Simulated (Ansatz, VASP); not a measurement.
## FeSi in VASP and in Ansatz

File POSCAR:

```
FeSi
1.0
    4.4313248608      0.0000000000      0.0000000000
    0.0000000000      4.4313248608      0.0000000000
    0.0000000000      0.0000000000      4.4313248608
Fe Si
4 4
Direct
    0.1392348412      0.1392348412      0.1392348412
    0.3607651588      0.8607651588      0.6392348412
    0.6392348412      0.3607651588      0.8607651588
    0.8607651588      0.6392348412      0.3607651588
    0.8449916651      0.8449916651      0.8449916651
    0.6550083349      0.1550083349      0.3449916651
    0.3449916651      0.6550083349      0.1550083349
    0.1550083349      0.3449916651      0.6550083349
```

File INCAR.step1:

```
  PREC = Accurate
  ENCUT = 520
  ISMEAR = 0
  SIGMA = 0.05
  LREAL = F
  LASPH = T
  NELM = 80
  NBANDS = 34
  GGA = PE
  ALGO = Normal
  EDIFF = 1E-4
  LWAVE = T
  LCHARG = F
```

File INCAR.step2:

```
  PREC = Accurate
  ENCUT = 520
  EDIFF = 1E-6
  ISMEAR = 0
  SIGMA = 0.05
  LREAL = F
  LASPH = T
  NELM = 80
  ALGO = Normal
  ISIF = 2
  LWAVE = F
  LCHARG = F
  METAGGA = R2SCAN
  LMIXTAU = T
  NBANDS = 34
  ISTART = 1
```

The input KPOINTS:

```
Automatic mesh
0
Gamma
  8 8 8
```

Input for Ansatz:

```yaml
crystal:
  lattice:
    - [4.4313248608, 0.0, 0.0]
    - [0.0, 4.4313248608, 0.0]
    - [0.0, 0.0, 4.4313248608]
  atoms:
    - { symbol: Fe, position: [0.1392348412, 0.1392348412, 0.1392348412] }
    - { symbol: Fe, position: [0.3607651588, 0.8607651588, 0.6392348412] }
    - { symbol: Fe, position: [0.6392348412, 0.3607651588, 0.8607651588] }
    - { symbol: Fe, position: [0.8607651588, 0.6392348412, 0.3607651588] }
    - { symbol: Si, position: [0.8449916651, 0.8449916651, 0.8449916651] }
    - { symbol: Si, position: [0.6550083349, 0.1550083349, 0.3449916651] }
    - { symbol: Si, position: [0.3449916651, 0.6550083349, 0.1550083349] }
    - { symbol: Si, position: [0.1550083349, 0.3449916651, 0.6550083349] }
basis:
  ecutwfc: 500
  ecutrho_ratio: 4
kpoints:
  mp_grid: { grid: [8, 8, 8] }
hamiltonian:
  xc: r2scan
scf:
  occupations: { method: gaussian, width: 0.05 }
output:
  forces: true
  stress: true
  eigenvalues: true
```

Alike in both runs: task single point; functional r2SCAN; k mesh 8 × 8 × 8; occupations gaussian, width 0.05 eV; no spin polarisation.

|  | VASP | Ansatz |
| --- | --- | --- |
| version | VASP 6.6.1 | Ansatz 0.2.0 |
| potentials or method | VASP PAW PBE potentials, release 64 (Fe, Si), cutoff 520 eV | scalar-relativistic, plane waves, PAW |
| valence electrons in the cell | 48 | 80 |

Ansatz gave:

| Item | Value |
| --- | --- |
| gap on the k mesh at the Fermi level (eV) | 0.29 |
| least direct gap on the mesh (eV) | 0.30 |
| pressure (GPa) | -5.5 |
| rms of the force components (eV/Å) | 0.228 |

Which values does VASP return?

gap on the k mesh at the Fermi level (eV): 0.28; least direct gap on the mesh (eV): 0.29; pressure (GPa): -5.1; rms of the force components (eV/Å): 0.222.

VASP's potentials were made for PBE, not for r2SCAN. Atom by atom the forces differ by 0.014 eV/Å (rms over components). VASP's potentials hold 48 valence electrons a cell and Ansatz's 80, so a difference there can come from the potentials and not from the codes.
